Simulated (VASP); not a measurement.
Write the native input for VASP 6.6.1 that does the following.

```yaml
Task: single point
Functional: PBE
Potentials_or_basis: VASP PAW PBE potentials, release 64 (Ag)
Cutoff: 520 eV
k_mesh: 18 × 18 × 4
Occupations: gaussian, width 0.15 eV
Spin: no spin polarisation
Dipole_correction: no
Further_INCAR_settings: ALGO = Fast; EDIFF = 1e-06; NBANDS = 42
```

The structure of Ag lies in POSCAR:

```
Ag
1.0
    2.0431000000     -2.0431000000      0.0000000000
    2.0431000000      0.0000000000     -2.0431000000
    9.5343304600      7.4914347700      7.4914347700
Ag
6
Direct
    0.6388972217      0.6388972217      0.0833166667
   -0.3055194450     -0.3055194450      0.9166500000
    0.2500138883      0.2500138883      0.2499833333
    0.4722472217      0.4722472217      0.5833166667
   -0.1388694450     -0.1388694450      0.4166500000
    0.0833638883      0.0833638883      0.7499833333
```

This cell differs from its parent crystal: the part above a cut slid along it.

These files were run (other wordings do the same):

INCAR

```
SYSTEM = Ag
PREC = Accurate
ENCUT = 520
EDIFF = 1E-6
ISMEAR = 0
SIGMA = 0.15
LREAL = .False.
LASPH = .True.
NELM = 100
ALGO = Fast
ISIF = 2
LWAVE = .False.
LCHARG = .True.
GGA = PE
LELF = .True.
LVHAR = .True.
NBANDS = 42
```

KPOINTS

```
Automatic mesh
0
Gamma
  18 18 4
  0 0 0
```

Potentials or basis: VASP PAW PBE potentials, release 64 (Ag).

Command:

```console
$ cat potpaw_PBE.64/Ag/POTCAR > POTCAR
$ mpirun -np 1 vasp_std > vasp.out
```

Results of the run:

| Quantity | Value |
| --- | --- |
| Pressure | 7.8 GPa |
| Largest force | 2.931 eV/Å |
| Band gap on the k mesh | zero (bands 33 and 34 overlap by 6.26 eV) |

Caveat: the cell differs from its parent crystal (the part above a cut slid along it); the cell stands under pressure; forces of over 1 eV/Å act on the atoms, so gaps and moduli don't describe the material at rest.

Run time: 41 min on 1 thread of Oxide Virtual Turin-like Processor, with other jobs on the host, peak memory 0.99 GiB.
